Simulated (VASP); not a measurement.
A run of VASP 6.6.1 is set up as follows.

Contents of POSCAR:

```
ZnO
1.0
    0.0000000000      2.1337703828      2.1337703828
    2.1337703828      0.0000000000      2.1337703828
    2.1337703828      2.1337703828      0.0000000000
Zn O
1 1
Direct
    0.0000000000      0.0000000000      0.0000000000
    0.5000000000      0.5000000000      0.5000000000
```

The input INCAR.step1:

```
PREC = Accurate
ENCUT = 520
EDIFF = 1E-5
ISMEAR = 0
SIGMA = 0.01
LREAL = F
LASPH = T
NELM = 60
ALGO = Normal
ISIF = 2
LWAVE = T
LCHARG = F
GGA = PE
NBANDS = 16
```

INCAR.step2

```
PREC = Accurate
ENCUT = 520
EDIFF = 1E-6
ISMEAR = 0
SIGMA = 0.01
LREAL = F
LASPH = T
NELM = 60
ALGO = Normal
ISIF = 2
LWAVE = F
LCHARG = F
GGA = PE
LHFCALC = T
AEXX = 0.05
HFSCREEN = 0.3
PRECFOCK = Normal
ISTART = 1
NBANDS = 16
```

Contents of KPOINTS:

```
Automatic mesh
0
Gamma
  4 4 4
```

Potentials or basis: VASP PAW PBE potentials, release 64 (Zn, O).

The run is started by

```sh
$ cat potpaw_PBE.64/Zn/POTCAR potpaw_PBE.64/O/POTCAR > POTCAR
$ cp INCAR.step1 INCAR
$ mpirun -np 1 vasp_std > vasp.out
$ cp INCAR.step2 INCAR
$ mpirun -np 1 vasp_std > vasp.out
```

(1) Estimate the band gap on the k mesh.

(2) Estimate the pressure.

Results:

(1) 1.20 eV, indirect (least direct gap 2.56 eV).

(2) 7.7 GPa.

Caveat: the k points lie up to 0.64 Å⁻¹ apart; the PAW data sets were made with another functional, which shifts forces and pressure a little.
